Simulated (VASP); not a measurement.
# Ge (Fd-3m) in VASP: a series of runs

The runs below take Ge through single point, relaxation of volume and atoms at fixed shape, with PBEsol.

Program: VASP 6.6.1. These are calculated values, not measurements. Logs are shortened: lines on timing, memory, paths and dates and some standing lists are left out, and cuts for length are marked.

## (1) The cell of the first run

The structure is cubic, space group Fd-3m (No. 227). The conventional cell has a = 5.684 Å, b = 5.684 Å, c = 5.684 Å, α = 90.00°, β = 90.00°, γ = 90.00°. Within 3.2 Å of Ge (site symmetry -43m) lie 4 Ge at 2.46 Å.

## (2) Single point, PBEsol

INCAR reads:

```
SYSTEM = Ge
ALGO = Normal
EDIFF = 1E-6
ENCUT = 520
GGA = PS
ISIF = 2
ISMEAR = 1
LASPH = .True.
LCHARG = .True.
LELF = .True.
LREAL = .False.
LVHAR = .True.
LWAVE = .False.
NBANDS = 21
NELM = 100
PREC = Accurate
SIGMA = 0.05
```

KPOINTS reads:

```
k-points
0
Gamma
  5 5 5
  0 0 0
```

POSCAR reads:

```
Ge
1.0
    0.0000000000      2.8421073469      2.8421073469
    2.8421073469      0.0000000000      2.8421073469
    2.8421073469      2.8421073469      0.0000000000
Ge
2
Direct
    0.0000000000      0.0000000000      0.0000000000
    0.2500000000      0.2500000000      0.2500000000
```

Potentials or basis: VASP PAW PBE potentials, release 64 (Ge_d).

Run with:

```console
$ cat potpaw_PBE.64/Ge_d/POTCAR > POTCAR
$ mpirun -np 1 vasp_std > vasp.out
```

OUTCAR:

```text
SYSTEM = Ge
   EDIFF = 1E-6
   ENCUT = 520
   GGA = PS
   ISIF = 2
   ISMEAR = 1
   LASPH = .True.
   LREAL = .False.
   NELM = 100
   PREC = Accurate

 ion  position               nearest neighbor table
   1  0.000  0.000  0.000-   2 2.46   2 2.46   2 2.46   2 2.46
   2  0.250  0.250  0.250-   1 2.46   1 2.46   1 2.46   1 2.46

  LATTYP: Found a face centered cubic cell.
 ALAT       =     5.6842146938

  Lattice vectors:

 A1 = (   0.0000000000,   2.8421073469,   2.8421073469)
 A2 = (   2.8421073469,   0.0000000000,   2.8421073469)
 A3 = (   2.8421073469,   2.8421073469,   0.0000000000)

Analysis of symmetry for initial positions (statically):
=====================================================================
 Subroutine PRICEL returns:
 Original cell was already a primitive cell.

 Routine SETGRP: Setting up the symmetry group for a
 face centered cubic supercell.

 Subroutine GETGRP returns: Found 48 space group operations
 (whereof 24 operations were pure point group operations)
 out of a pool of 48 trial point group operations.

The static configuration has the point symmetry T_d .
 The point group associated with its full space group is O_h .

Analysis of symmetry for dynamics (positions and initial velocities):
=====================================================================
 Subroutine PRICEL returns:
 Original cell was already a primitive cell.

 Routine SETGRP: Setting up the symmetry group for a
 face centered cubic supercell.

 Subroutine GETGRP returns: Found 48 space group operations
 (whereof 24 operations were pure point group operations)
 out of a pool of 48 trial point group operations.

The dynamic configuration has the point symmetry T_d .
 The point group associated with its full space group is O_h .

 Subroutine INISYM returns: Found 48 space group operations
 (whereof 24 operations are pure point group operations),
 and found     1 'primitive' translations

----------------------------------------------------------------------------------------

                                     Primitive cell

  volume of cell :      45.9147

  direct lattice vectors                    reciprocal lattice vectors
     0.000000000  2.842107347  2.842107347    -0.175925797  0.175925797  0.175925797
     2.842107347  0.000000000  2.842107347     0.175925797 -0.175925797  0.175925797
     2.842107347  2.842107347  0.000000000     0.175925797  0.175925797 -0.175925797

  length of vectors
     4.019346756  4.019346756  4.019346756     0.304712419  0.304712419  0.304712419

  position of ions in fractional coordinates (direct lattice)
[... 64 lines left out ...]
   EDIFF  = 0.1E-05   stopping-criterion for ELM
   LREAL  =      F    real-space projection
   EDIFFG = 0.1E-04   stopping-criterion for IOM
   NSW    =      0    number of steps for IOM
   IBRION =     -1    ionic relax: 0-MD 1-quasi-New 2-CG
   NFREE  =      0    steps in history (QN), initial steepest desc. (CG)
   ISIF   =      2    stress and relaxation
   ISYM   =      2    0-nonsym 1-usesym 2-fastsym
   POTIM  = 0.5000    time-step for ionic-motion
   TEBEG  =    0.0;   TEEND  =   0.0 temperature during run
   PSTRESS=    0.0 pullay stress
   NELECT =      28.0000    total number of electrons
   NUPDOWN=      -1.0000    fix difference up-down
   EMIN   =  10.00;   EMAX   =-10.00  energy-range for DOS
   EFERMI =   0.00;   METHOD = LEGACY
   ISMEAR =     1;   SIGMA  =   0.05  broadening in eV -4-tet -1-fermi 0-gaus
   EFERMI_NEDOS =   21; number of points for ismear=-14 and -15
   IALGO  =     38    algorithm
   IMIX   =      4    mixing-type and parameters
     AMIX     =   0.40;   BMIX     =  1.00
     AMIX_MAG =   1.60;   BMIX_MAG =  1.00
  volume/ion in A,a.u.               =      22.96       154.92
  Fermi-wavevector in a.u.,A,eV,Ry     =   1.388280  2.623469 26.222795  1.927321
  Thomas-Fermi vector in A             =   2.512421
   LORBIT       =      0    0 simple, 1 ext, 2 COOP (PROOUT), +10 PAW based schemes
   GGA     = PS    functional components
   LHFCALC =     F    Hartree Fock is set to
   AEXX    =    0.0000 exact exchange contribution
   IVDW    =     0    specifies the selected vdW correction
   LEPSILON=     F    determine dielectric tensor
   LRPA    =     F    only Hartree local field effects (RPA)
 non-spin polarized calculation
 Methfessel and Paxton  Order N= 1 SIGMA  =   0.05
  energy-cutoff  :      520.00
  volume of cell :       45.91
 maximum number of plane-waves:      1251
 NGX is ok and might be reduce to    30
   NGX = 15   NGY = 15   NGZ = 15

 number of electron      28.0000010 magnetization

 Free energy of the ion-electron system (eV)
  ---------------------------------------------------
  ext. energy  EPLUGINS =         0.00000000
  ---------------------------------------------------
  free energy    TOTEN  =        -9.76872086 eV

  energy without entropy =       -9.76842491  energy(sigma->0) =       -9.76862221

 E-fermi :   4.7595     XC(G=0): -10.0489

 val. band max:        4.7493843047   @ k =   0.0000   0.0000   0.0000
 cond. band min:       4.9087121491   @ k =   0.4000   0.0000   0.0000
 fundamental gap:      0.1593278444
 Fermi energy:         4.7594634966

 k-point     1 :       0.0000    0.0000    0.0000
  band No.  band energies     occupation
      1     -19.9842      2.00000
      2     -19.9842      2.00000
      3     -19.9842      2.00000
      4     -19.9491      2.00000
      5     -19.9491      2.00000
      6     -19.7442      2.00000
[... 229 lines left out ...]
     20      15.0833      0.00000
     21      17.7499      0.00000

------------------------ aborting loop because EDIFF is reached ----------------------------------------

  FORCE on cell =-STRESS in cart. coord.  units (eV):
  Direction    XX          YY          ZZ          XY          YZ          ZX
  --------------------------------------------------------------------------------------
  -------------------------------------------------------------------------------------
  Total       -0.1301134     -0.1301134     -0.1301134      0.0000000      0.0000000     -0.0000000
  in kB       -4.5402665     -4.5402665     -4.5402665      0.0000000      0.0000000     -0.0000000
  external PRESSURE =      -4.5402665 kB  Pullay stress =       0.0000000 kB

 VOLUME and BASIS-vectors are now :
 -----------------------------------------------------------------------------
  energy-cutoff  :      520.00
  volume of cell :       45.91
      direct lattice vectors                 reciprocal lattice vectors
     0.000000000  2.842107347  2.842107347    -0.175925797  0.175925797  0.175925797
     2.842107347  0.000000000  2.842107347     0.175925797 -0.175925797  0.175925797
     2.842107347  2.842107347  0.000000000     0.175925797  0.175925797 -0.175925797

 POSITION                                       TOTAL-FORCE (eV/Angst)
 -----------------------------------------------------------------------------------
      0.00000      0.00000      0.00000        -0.000000     -0.000000     -0.000000
      1.42105      1.42105      1.42105         0.000000      0.000000      0.000000
 -----------------------------------------------------------------------------------
    total drift:                                0.000000      0.000000      0.000000

  FREE ENERGIE OF THE ION-ELECTRON SYSTEM (eV)
  ---------------------------------------------------
  free  energy   TOTEN  =        -9.7687208643 eV

  energy  without entropy=       -9.7684249060  energy(sigma->0) =       -9.76862221
```

OSZICAR:

```text
N       E                     dE             d eps       ncg     rms          rms(c)
DAV:   1     0.194578748739E+03    0.19458E+03   -0.14339E+04   450   0.357E+03
DAV:   2     0.193191984063E+02   -0.17526E+03   -0.16972E+03   420   0.657E+02
DAV:   3    -0.892890975241E+01   -0.28248E+02   -0.28085E+02   485   0.145E+02
DAV:   4    -0.990747271093E+01   -0.97856E+00   -0.97761E+00   465   0.323E+01
DAV:   5    -0.992386800721E+01   -0.16395E-01   -0.16394E-01   500   0.455E+00    0.324E+00
DAV:   6    -0.981807872518E+01    0.10579E+00   -0.34999E-02   565   0.220E+00    0.186E+00
DAV:   7    -0.976736481783E+01    0.50714E-01   -0.60975E-02   466   0.248E+00    0.165E-01
DAV:   8    -0.976862678347E+01   -0.12620E-02   -0.77639E-03   463   0.125E+00    0.469E-02
DAV:   9    -0.976869046488E+01   -0.63681E-04   -0.30445E-04   517   0.293E-01    0.158E-02
DAV:  10    -0.976872026091E+01   -0.29796E-04   -0.35912E-05   522   0.461E-02    0.569E-03
DAV:  11    -0.976872086425E+01   -0.60334E-06   -0.82949E-06   575   0.513E-02
   1 F= -.97687209E+01 E0= -.97686222E+01  d E =-.295958E-03
```

stdout:

```text
POSCAR found type information on POSCAR Ge
 POSCAR found :  1 types and       2 ions
 scaLAPACK will be used
 -----------------------------------------------------------------------------
|                                                                             |
|                                                                             |
|     You enforced a specific xc type in the INCAR file but a different       |
|     I HOPE YOU KNOW WHAT YOU ARE DOING!                                     |
|                                                                             |
 -----------------------------------------------------------------------------

 LDA part: xc-table for (Slater+PW92), standard interpolation
 POSCAR, INCAR and KPOINTS ok, starting setup
 FFT: planning ... GRIDC
 FFT: planning ... GRID_SOFT
 FFT: planning ... GRID
 WAVECAR not read
 entering main loop
```

It took 8 s on 1 thread of Intel Xeon Platinum 8559C (Emerald Rapids), shared host; peak memory 0.15 GiB.

Results:

```
Free energy            : -9.7687 eV
Pressure               : -0.5 GPa
Band gap on the k mesh : zero (filled and empty bands touch)
```

Caveat: the k points lie up to 0.38 Å⁻¹ apart; the PAW data sets were made with another functional, which shifts forces and pressure a little.

## (3) Relaxation of volume and atoms at fixed shape, PBEsol

This run uses another cell than the first one, of 22.64 Å³/atom, 0.986 times its volume.

INCAR reads:

```
SYSTEM = Ge
PREC     = Accurate       ! precision mode
ENCUT    = 600            ! plane-wave cutoff, eV
EDIFF    = 1E-6           ! SCF threshold, eV
ISMEAR   = 1              ! smearing method
SIGMA    = 0.05           ! smearing width, eV
LREAL    = .FALSE.        ! projectors in reciprocal space
LASPH    = .TRUE.         ! aspherical terms in the spheres
NELM     = 80             ! most SCF steps
ALGO     = Normal         ! electronic algorithm
ISIF     = 8              ! what is computed and relaxed
LWAVE    = .FALSE.        ! write WAVECAR
LCHARG   = .FALSE.        ! write CHGCAR
GGA      = PS             ! functional
IBRION   = 2              ! ionic algorithm
NSW      = 80             ! ionic steps
EDIFFG   = -0.02          ! ionic threshold
```

KPOINTS reads:

```
Automatic mesh
0
G
  5 5 5
  0 0 0
```

POSCAR reads:

```
Ge
1.0
    0.0000000000      2.8289100000      2.8289100000
    2.8289100000      0.0000000000      2.8289100000
    2.8289100000      2.8289100000      0.0000000000
Ge
2
Direct
    0.0000000000      0.0000000000      0.0000000000
    0.2500000000      0.2500000000      0.2500000000
```

Potentials or basis: VASP PAW PBE potentials, release 64 (Ge_d).

Run with:

```console
$ cat potpaw_PBE.64/Ge_d/POTCAR > POTCAR
$ mpirun -np 1 vasp_std > vasp.out
```

OUTCAR:

```text
SYSTEM = Ge
   PREC = Accurate
   ENCUT = 600
   EDIFF = 1E-6
   ISMEAR = 1
   LREAL = .FALSE.
   LASPH = .TRUE.
   NELM = 80
   ISIF = 8
   GGA = PS
   IBRION = 2
   NSW = 80
   EDIFFG = -0.02

 ion  position               nearest neighbor table
   1  0.000  0.000  0.000-   2 2.45   2 2.45   2 2.45   2 2.45
   2  0.250  0.250  0.250-   1 2.45   1 2.45   1 2.45   1 2.45
[... 433 lines left out ...]
     18      12.0030      0.00000

------------------------ aborting loop because EDIFF is reached ----------------------------------------

  FORCE on cell =-STRESS in cart. coord.  units (eV):
  Direction    XX          YY          ZZ          XY          YZ          ZX
  --------------------------------------------------------------------------------------
  -------------------------------------------------------------------------------------
  Total       -0.0177699     -0.0177699     -0.0177699     -0.0000000     -0.0000000      0.0000000
  in kB       -0.6185904     -0.6185904     -0.6185904     -0.0000000     -0.0000000      0.0000000
  external PRESSURE =      -0.6185904 kB  Pullay stress =       0.0000000 kB

 VOLUME and BASIS-vectors are now :
 -----------------------------------------------------------------------------
  energy-cutoff  :      600.00
  volume of cell :       46.02
      direct lattice vectors                 reciprocal lattice vectors
     0.000000000  2.844381457  2.844381457    -0.175785143  0.175785143  0.175785143
     2.844381457  0.000000000  2.844381457     0.175785143 -0.175785143  0.175785143
     2.844381457  2.844381457  0.000000000     0.175785143  0.175785143 -0.175785143

 POSITION                                       TOTAL-FORCE (eV/Angst)
 -----------------------------------------------------------------------------------
      2.84438      5.68876      2.84438        -0.000000     -0.000000     -0.000000
      1.42219      1.42219      1.42219         0.000000      0.000000      0.000000
 -----------------------------------------------------------------------------------
    total drift:                               -0.000000     -0.000000      0.000000

  FREE ENERGIE OF THE ION-ELECTRON SYSTEM (eV)
  ---------------------------------------------------
  free  energy   TOTEN  =        -9.7687331711 eV

  energy  without entropy=       -9.7684390916  energy(sigma->0) =       -9.76863514

 reached required accuracy - stopping structural energy minimisation
```

OSZICAR:

```text
N       E                     dE             d eps       ncg     rms          rms(c)
DAV:   1     0.166494982117E+03    0.16649E+03   -0.16303E+04   368   0.457E+03
DAV:   2     0.117317077192E+02   -0.15476E+03   -0.15292E+03   360   0.575E+02
DAV:   3    -0.927775018321E+01   -0.21009E+02   -0.20885E+02   388   0.153E+02
[... 13 lines left out ...]
DAV:   3    -0.977015771681E+01    0.19582E-01   -0.34211E-02   462   0.346E+00    0.192E-01
DAV:   4    -0.976875650712E+01    0.14012E-02   -0.39398E-03   462   0.134E+00    0.437E-02
DAV:   5    -0.976873700190E+01    0.19505E-04   -0.29263E-04   470   0.343E-01    0.314E-02
DAV:   6    -0.976873324902E+01    0.37529E-05   -0.24381E-05   462   0.105E-01    0.103E-03
DAV:   7    -0.976873317106E+01    0.77960E-07   -0.90673E-07   210   0.164E-02
   2 F= -.97687332E+01 E0= -.97686351E+01  d E =-.158831E-02
```

CONTCAR:

```text
Ge
   1.00000000000000
     0.0000000000000000    2.8443814567209920    2.8443814567209920
     2.8443814567209920    0.0000000000000000    2.8443814567209920
     2.8443814567209920    2.8443814567209920    0.0000000000000000
  Ge
     2
Direct
     1.0000000000000000    0.0000000000000000    1.0000000000000000
     0.2500000000000000    0.2500000000000000    0.2500000000000000

  0.00000000E+00  0.00000000E+00  0.00000000E+00
  0.00000000E+00  0.00000000E+00  0.00000000E+00
```

It took 12 s on 1 thread of Intel Xeon Platinum 8559C (Emerald Rapids), shared host; peak memory 0.17 GiB.

What came out:

- Free energy: -9.7687 eV
- Relaxed volume: 23.01 Å³/atom
- Relaxed cell: a = 4.023 Å, b = 4.023 Å, c = 4.023 Å, α = 60.00°, β = 60.00°, γ = 60.00°
- Space group after relaxing (to 0.05 Å): Fd-3m (No. 227)
- Energy gained by relaxing: 0.8 meV/atom
- Ionic steps: 2
- Pressure after relaxing: -0.1 GPa
- Band gap on the k mesh: zero (filled and empty bands touch)

The path:
```tsv
step	energy change (eV)	largest force (eV/Å)	pressure (GPa)	volume (Å³)
1	0.0000	0.0000	0.80	45.28
2	-0.0016	0.0000	-0.06	46.02
```

Final structure:
```yaml
crystal:
  lattice:
    - [0.00000, 2.84438, 2.84438]
    - [2.84438, 0.00000, 2.84438]
    - [2.84438, 2.84438, 0.00000]
  atoms:
    - { symbol: Ge, position: [0.00000, 0.00000, 0.00000] }
    - { symbol: Ge, position: [0.25000, 0.25000, 0.25000] }
```

Levels at points of the mesh, in eV from the Fermi level:
```csv
k point,band 11,band 12,band 13,band 14,band 15,band 16,band 17,band 18
"(0.00, 0.00, 0.00)",-12.69,-0.16,-0.01,-0.01,-0.01,2.51,2.51,2.51
```

Caveat: the k points lie up to 0.38 Å⁻¹ apart in the final cell; the PAW data sets were made with another functional, which shifts forces and pressure a little. Zero-point motion and thermal expansion aren't in these numbers.
